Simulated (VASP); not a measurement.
Write the native input for VASP 6.6.1 that does the following.

```yaml
Task: single point
Functional: PBE
Potentials_or_basis: VASP PAW PBE potentials, release 64 (Yb, N)
Cutoff: 520 eV
k_mesh: 8 × 8 × 8
Occupations: gaussian, width 0.05 eV
Spin: collinear spin, ferromagnetic start
Starting_moments: "[1.08, 0.01] μB"
Hubbard_terms: Yb f U = 6.0 eV
Dipole_correction: no
Further_INCAR_settings: ALGO = Normal; EDIFF = 1e-06; NBANDS = 26
```

The structure of YbN lies in POSCAR:

```
YbN
1.0
    0.0000000000      2.5955203329      2.5955203329
    2.5955203329      0.0000000000      2.5955203329
    2.5955203329      2.5955203329      0.0000000000
Yb N
1 1
Direct
    0.0000000000      0.0000000000      0.0000000000
    0.2500000000      0.2500000000      0.2500000000
```

These files were run (other wordings do the same):

INCAR

```
SYSTEM = YbN
PREC = Accurate ; ENCUT = 520
EDIFF = 1E-6 ; ISMEAR = 0
SIGMA = 0.05 ; LREAL = .FALSE.
LASPH = .TRUE. ; NELM = 150
ALGO = Normal ; ISIF = 2
LWAVE = .FALSE. ; LCHARG = .FALSE.
ISPIN = 2 ; MAGMOM = 1.08 0.01
LORBIT = 11 ; LMAXMIX = 6
LDAU = .TRUE. ; LDAUTYPE = 2
LDAUL = 3 -1 ; LDAUU = 6 0
LDAUJ = 0 0 ; LDAUPRINT = 1
GGA = PE ; NBANDS = 26
```

KPOINTS

```
regular mesh
0
G
  8 8 8
  0 0 0
```

Potentials or basis: VASP PAW PBE potentials, release 64 (Yb, N).

Run with:

```sh
$ cat potpaw_PBE.64/Yb/POTCAR potpaw_PBE.64/N/POTCAR > POTCAR
$ mpirun -np 1 vasp_std > vasp.out
```

Results of the run:

The pressure is 0.6 GPa, the band gap on the k mesh is zero (filled and empty bands overlap) and the net moment is 1.00 μB per cell. The site moments are Yb +0.55; N +0.33 μB and the valence electrons inside the program's atomic spheres are Yb 22.37; N 3.65.

Caveat: spin-orbit coupling is left out, which moves the levels of the heavy elements.

Run time: 52 s on 1 thread of Intel(R) Xeon(R) 6975P-C (Granite Rapids), on a shared host, peak memory 0.21 GiB.
